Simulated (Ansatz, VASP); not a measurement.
## Two plane-wave programs on B3C2

```
B C
1.0
     2.72859    0.00000    0.00000
    -1.36429    2.36303    0.00000
     0.00000    0.00000    7.08047
B C
3 2
Direct
  0.66667 0.33333 0.76723
  0.66667 0.33333 0.23277
  0.66667 0.33333 0.00000
  0.33333 0.66667 0.76906
  0.33333 0.66667 0.23094
```

Alike in both runs: functional PBE; k mesh 6 × 6 × 4; occupations gaussian, width 0.1 eV; no spin polarisation.

Ansatz relaxed the structure, and its values are those at the end. VASP's run is a single point on that final structure, the one shown.

|  | VASP | Ansatz |
| --- | --- | --- |
| version | VASP 6.6.1 | Ansatz 0.2.0 |
| potentials or method | VASP PAW PBE potentials, release 64 (B, C), cutoff 520 eV | scalar-relativistic, plane waves, PAW |
| valence electrons in the cell | 17 | 17 |

```tsv
	VASP	Ansatz	Ansatz less VASP
gap on the k mesh at the Fermi level (eV)	none	none	-
pressure (GPa)	0.2	0.0	-0.13
rms of the force components (eV/Å)	0.010	0.008	-0.0024
```

A gap of «none» marks a metal or a gap that the smearing closes.

The k mesh is coarse, so the values compare programs but aren't converged.
